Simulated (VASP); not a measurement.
Wanted: the native input for a VASP 6.6.1 run.

* Task: single point
* Functional: PBE
* Potentials or basis: VASP PAW PBE potentials, release 64 (Ta_pv, As)
* Cutoff: 520 eV
* k mesh: 6 × 6 × 4
* Occupations: gaussian, width 0.1 eV
* Spin: no spin polarisation
* Dipole correction: no
* Further INCAR settings: ALGO = Normal; EDIFF = 1e-06; NBANDS = 26

The structure of Ta2As3 lies in POSCAR:

```
Ta2As3
1.0
    4.6275904906      0.0000000000      0.0000000000
   -2.3137952453      4.0076109232      0.0000000000
    0.0000000000      0.0000000000      5.1961950433
Ta As
2 3
Direct
    0.3333333333      0.6666666667      0.1347827684
    0.6666666667      0.3333333333      0.8652172316
    0.0000000000      0.0000000000      0.0000000000
    0.3333333333      0.6666666667      0.6397216438
    0.6666666667      0.3333333333      0.3602783562
```

These files were run (other wordings do the same):

INCAR

```
SYSTEM = Ta2As3
PREC = Accurate
ENCUT = 520
EDIFF = 1E-6
ISMEAR = 0
SIGMA = 0.1
LREAL = .False.
LASPH = .True.
NELM = 80
ALGO = Normal
ISIF = 2
LWAVE = .False.
LCHARG = .True.
GGA = PE
LELF = .True.
LVHAR = .True.
NBANDS = 26
```

KPOINTS

```
Automatic mesh
0
Gamma
  6 6 4
  0 0 0
```

Potentials or basis: VASP PAW PBE potentials, release 64 (Ta_pv, As).

Launch:

```console
$ cat potpaw_PBE.64/Ta_pv/POTCAR potpaw_PBE.64/As/POTCAR > POTCAR
$ mpirun -np 1 vasp_std > vasp.out
```

It gave:

```yaml
Pressure: 0.5 GPa
Largest_force: 0.016 eV/Å
```

It took 46 s on 1 thread of Intel(R) Xeon(R) Platinum 8375C CPU @ 2.90GHz (Ice Lake) (shared host), peak memory 0.24 GiB.
